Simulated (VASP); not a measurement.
A run of VASP 6.6.1 is set up as follows.

The input INCAR:

```
SYSTEM = KF
PREC = Accurate
ENCUT = 520
EDIFF = 1E-6
ISMEAR = -1
SIGMA = 0.05
LREAL = .False.
LASPH = .True.
NELM = 60
ALGO = Normal
ISIF = 2
LWAVE = .False.
LCHARG = .False.
GGA = PE
NBANDS = 15
```

KPOINTS

```
Automatic mesh
0
Gamma
  9 9 9
  0 0 0
```

Contents of POSCAR:

```
KF
1.0
    0.0000000000      2.6173071446      2.6173071446
    2.6173071446      0.0000000000      2.6173071446
    2.6173071446      2.6173071446      0.0000000000
K F
1 1
Direct
    0.0000000000      0.0000000000      0.0000000000
    0.5000000000      0.5000000000      0.5000000000
```

Potentials or basis: VASP PAW PBE potentials, release 64 (K_sv, F).

Launch:

```console
$ cat potpaw_PBE.64/K_sv/POTCAR potpaw_PBE.64/F/POTCAR > POTCAR
$ mpirun -np 1 vasp_std > vasp.out
```

(1) Predict the pressure.

(2) Predict the band gap on the k mesh.

Results:

(1) 4.0 GPa.

(2) 6.50 eV.

Caveat: the cell stands under pressure; an odd mesh through Γ misses points on the zone boundary, where band edges can lie.
